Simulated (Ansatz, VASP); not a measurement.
# One calculation of Zr3SiO, two programs

```
Zr Si O
1.0
     3.10468    1.79249    2.54283
    -3.10468    1.79249    2.54283
     0.00000   -3.58498    2.54283
Zr Si O
3 1 1
Direct
  0.00000 0.00000 0.50000
  0.50000 0.00000 0.00000
  0.00000 0.50000 0.00000
  0.50000 0.50000 0.50000
  0.00000 0.00000 0.00000
```

Alike in both runs: functional PBE; k mesh 12 × 12 × 12; occupations gaussian, width 0.1 eV; no spin polarisation.

Ansatz relaxed the structure, and its values are those at the end. VASP's run is a single point on that final structure, the one shown.

```csv
,VASP,Ansatz
version,VASP 6.6.1,Ansatz 0.2.0
potentials or method,"VASP PAW PBE potentials, release 64 (Zr_sv, Si, O), cutoff 520 eV","scalar-relativistic, plane waves, PAW"
valence electrons in the cell,46,46
```

```csv
,VASP,Ansatz,Ansatz less VASP
gap on the k mesh at the Fermi level (eV),none,none,-
pressure (GPa),0.1,0.0,-0.15
```

A gap of «none» marks a metal or a gap that the smearing closes.
